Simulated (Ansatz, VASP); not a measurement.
One calculation of SnO2, two programs

File INCAR:

```
SYSTEM = SnO2
ALGO = Normal ; EDIFF = 1E-6
ENCUT = 520 ; GGA = PE
ISIF = 2 ; ISMEAR = 0
IVDW = 12 ; LASPH = .TRUE.
LCHARG = .FALSE. ; LREAL = .FALSE.
LWAVE = .FALSE. ; NBANDS = 35
NELM = 60 ; PREC = Accurate
SIGMA = 0.05
```

KPOINTS

```
k-points
0
G
  12 12 4
  0 0 0
```

Contents of POSCAR:

```
SnO2
1.0
    3.2111798104      0.0000000000      0.0000000000
   -1.6055899052      2.7809632919      0.0000000000
    0.0000000000      0.0000000000     10.3330629359
Sn O
2 4
Direct
   -0.0389919738      0.0000000000      0.5000000000
    0.0389919738      0.0000000000      0.0000000000
    0.6271796222      0.3333333333      0.4017901351
    0.7061537111      0.3333333333      0.0982098649
    0.2938462889      0.6666666667      0.5982098649
    0.3728203778      0.6666666667      0.9017901351
```

Input for Ansatz:

```yaml
crystal:
  lattice:
    - [3.2111798104, 0.0, 0.0]
    - [-1.6055899052, 2.7809632919, 0.0]
    - [0.0, 0.0, 10.3330629359]
  atoms:
    - { symbol: Sn, position: [-0.0389919738, 0.0, 0.5] }
    - { symbol: Sn, position: [0.0389919738, 0.0, 0.0] }
    - { symbol: O, position: [0.6271796222, 0.3333333333, 0.4017901351] }
    - { symbol: O, position: [0.7061537111, 0.3333333333, 0.0982098649] }
    - { symbol: O, position: [0.2938462889, 0.6666666667, 0.5982098649] }
    - { symbol: O, position: [0.3728203778, 0.6666666667, 0.9017901351] }
basis:
  ecutwfc: 520.0
kpoints:
  mp_grid: { grid: [12, 12, 4] }
hamiltonian:
  xc: pbe
  dispersion: d3bj
scf:
  occupations: { method: gaussian, width: 0.05 }
output:
  forces: true
  stress: true
  eigenvalues: true
```

Change from the starting cell: mode 1 frozen in at -0.127 Å, equal normal strain along x, y and z +0.0000.

Alike in both runs: task single point; functional PBE; dispersion D3(BJ); k mesh 12 × 12 × 4; occupations gaussian, width 0.05 eV; no spin polarisation.

|  | VASP | Ansatz |
| --- | --- | --- |
| version | VASP 6.6.1 | Ansatz 0.2.0 |
| potentials or method | VASP PAW PBE potentials, release 64 (Sn_d, O), cutoff 520 eV | scalar-relativistic, plane waves, PAW |
| valence electrons in the cell | 52 | 52 |

```tsv
	VASP	Ansatz	Ansatz less VASP
gap on the k mesh at the Fermi level (eV)	2.07	2.09	+0.026
least direct gap on the mesh (eV)	2.43	2.45	+0.020
pressure (GPa)	0.5	0.0	-0.56
traceless stress, the component that is largest in VASP (GPa)	-0.41	-0.06	+0.351
rms of the force components (eV/Å)	0.028	0.008	-0.0200
```

Atom by atom the forces differ by 0.026 eV/Å (rms over components).
